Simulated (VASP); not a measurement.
Set up this calculation in VASP 6.6.1, as the native input.

```yaml
Task: single point
Functional: PBE
Potentials_or_basis: VASP PAW PBE potentials, release 64 (In_d, O, Cd)
Cutoff: 600 eV
k_mesh: 5 × 5 × 5
Occupations: fermi-dirac, width 0.1 eV
Spin: no spin polarisation
Dipole_correction: no
Further_INCAR_settings: ALGO = Normal; EDIFF = 1e-06; NBANDS = 75
```

The structure of CdIn2O4 lies in POSCAR:

```
CdIn2O4
1.0
    0.0000000000      4.5746160000      4.5746160000
    4.5746160000      0.0000000000      4.5746160000
    4.5746160000      4.5746160000      0.0000000000
In O Cd
4 8 2
Direct
    0.6250000000      0.6250000000      0.6250000000
    0.1250000000      0.6250000000      0.6250000000
    0.6250000000      0.6250000000      0.1250000000
    0.6250000000      0.1250000000      0.6250000000
    0.8650000000      0.8650000000      0.8650000000
    0.8450000000      0.3850000000      0.3850000000
    0.8650000000      0.8650000000      0.4050000000
    0.3850000000      0.8450000000      0.3850000000
    0.4050000000      0.8650000000      0.8650000000
    0.3850000000      0.3850000000      0.3850000000
    0.8650000000      0.4050000000      0.8650000000
    0.3850000000      0.3850000000      0.8450000000
    0.0000000000      0.0000000000      0.0000000000
    0.2500000000      0.2500000000      0.2500000000
```

These files were run (other wordings do the same):

INCAR

```
PREC = Accurate
ENCUT = 600
EDIFF = 1E-6
ISMEAR = -1
SIGMA = 0.1
LREAL = False
LASPH = True
NELM = 120
ALGO = Normal
ISIF = 2
LWAVE = False
LCHARG = False
GGA = PE
NBANDS = 75
GGA_COMPAT = False
```

KPOINTS

```
Automatic mesh
0
Gamma
  5 5 5
```

Potentials or basis: VASP PAW PBE potentials, release 64 (In_d, O, Cd).

The run is started by

```sh
$ cat potpaw_PBE.64/In_d/POTCAR potpaw_PBE.64/O/POTCAR potpaw_PBE.64/Cd/POTCAR > POTCAR
$ mpirun -np 1 vasp_std > vasp.out
```

Results of the run:

- Pressure: 7.6 GPa
- Largest force: 0.870 eV/Å
- Band gap on the k mesh: 1.09 eV (least direct gap 1.16 eV)

Caveat: the cell stands under pressure; spin-orbit coupling is left out, which moves the levels of the heavy elements; an odd mesh through Γ misses points on the zone boundary, where band edges can lie.

Run time: 5.1 min on 1 thread of Intel(R) Xeon(R) Platinum 8488C (Sapphire Rapids), with other jobs on the host, peak memory 0.47 GiB.
